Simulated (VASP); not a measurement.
Write the native input for VASP 6.6.1 that does the following.

```
Task                   : single point
Functional             : PBE
Potentials or basis    : VASP PAW PBE potentials, release 64 (Na_pv, Re, Ir)
Cutoff                 : 520 eV
k mesh                 : 10 × 10 × 10
Occupations            : gaussian, width 0.1 eV
Spin                   : no spin polarisation
Dipole correction      : no
Further INCAR settings : ALGO = Fast; EDIFF = 1e-06; NBANDS = 31
```

The structure of NaRe4Ir lies in POSCAR:

```
NaRe4Ir
1.0
    0.0000000000      3.6632955559      3.6632955559
    3.6632955559      0.0000000000      3.6632955559
    3.6632955559      3.6632955559      0.0000000000
Na Re Ir
1 4 1
Direct
    0.0000000000      0.0000000000      0.0000000000
    0.1218073268      0.6260642244      0.6260642244
    0.6260642244      0.6260642244      0.6260642244
    0.6260642244      0.1218073268      0.6260642244
    0.6260642244      0.6260642244      0.1218073268
    0.2500000000      0.2500000000      0.2500000000
```

One way to write it, as run:

INCAR

```
ALGO = Fast
EDIFF = 1E-6
ENCUT = 520
GGA = PE
ISIF = 2
ISMEAR = 0
LASPH = T
LCHARG = T
LELF = T
LREAL = F
LVHAR = T
LWAVE = F
NBANDS = 31
NELM = 60
PREC = Accurate
SIGMA = 0.1
```

KPOINTS

```
k-points
0
Gamma
  10 10 10
```

Potentials or basis: VASP PAW PBE potentials, release 64 (Na_pv, Re, Ir).

Command:

```bash
$ cat potpaw_PBE.64/Na_pv/POTCAR potpaw_PBE.64/Re/POTCAR potpaw_PBE.64/Ir/POTCAR > POTCAR
$ mpirun -np 1 vasp_std > vasp.out
```

Results of the run:

| Item | Value |
| --- | --- |
| Pressure | -0.5 GPa |
| Largest force | 0.041 eV/Å |
| Band gap on the k mesh | zero (band 22 reaches 7.61 eV, above the bottom of band 23 at 6.13 eV) |

Caveat: spin-orbit coupling is left out, which moves the levels of the heavy elements.

Run time: 12 min on 1 thread of Intel(R) Xeon(R) Platinum 8488C (Sapphire Rapids), on a shared host, peak memory 0.34 GiB.
